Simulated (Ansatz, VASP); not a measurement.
Two plane-wave programs on Tl

```xyz
4
Lattice="2.9034 0.0000 0.0000 -1.4517 2.5144 0.0000 0.0000 0.0000 9.4834" Properties=species:S:1:pos:R:3 pbc="T T T"
Tl    0.0000    0.0000    0.0000
Tl    0.0000    0.0000    4.7417
Tl    0.0000    1.6763    2.3708
Tl    1.4517    0.8381    7.1125
```

Alike in both runs: task relaxation of cell and atoms; functional r2SCAN; k mesh 6 × 6 × 2; occupations gaussian, width 0.1 eV; no spin polarisation.

|  | VASP | Ansatz |
| --- | --- | --- |
| version | VASP 6.6.1 | Ansatz 0.2.0 |
| potentials or method | VASP PAW PBE potentials, release 64 (Tl_d), cutoff 600 eV | scalar-relativistic, plane waves, PAW |
| valence electrons in the cell | 52 | 52 |

|  | VASP | Ansatz | Ansatz less VASP |
| --- | --- | --- | --- |
| gap on the k mesh at the Fermi level, each at its own relaxed structure (eV) | none | none | - |
| relaxed volume (Å³/atom) | 29.81 | 29.72 | -0.090 |
| relaxed cell length with the largest relative difference (Å) | 11.655 | 11.611 | -0.0435 |

VASP's potentials were made for PBE, not for r2SCAN. A gap of «none» marks a metal or a gap that the smearing closes.

The k mesh is coarse, so the values compare programs but aren't converged. Spin-orbit coupling is off throughout. Noted on VASP's run: the volume moved by over 15 % at a fixed basis, so the end points are rough.
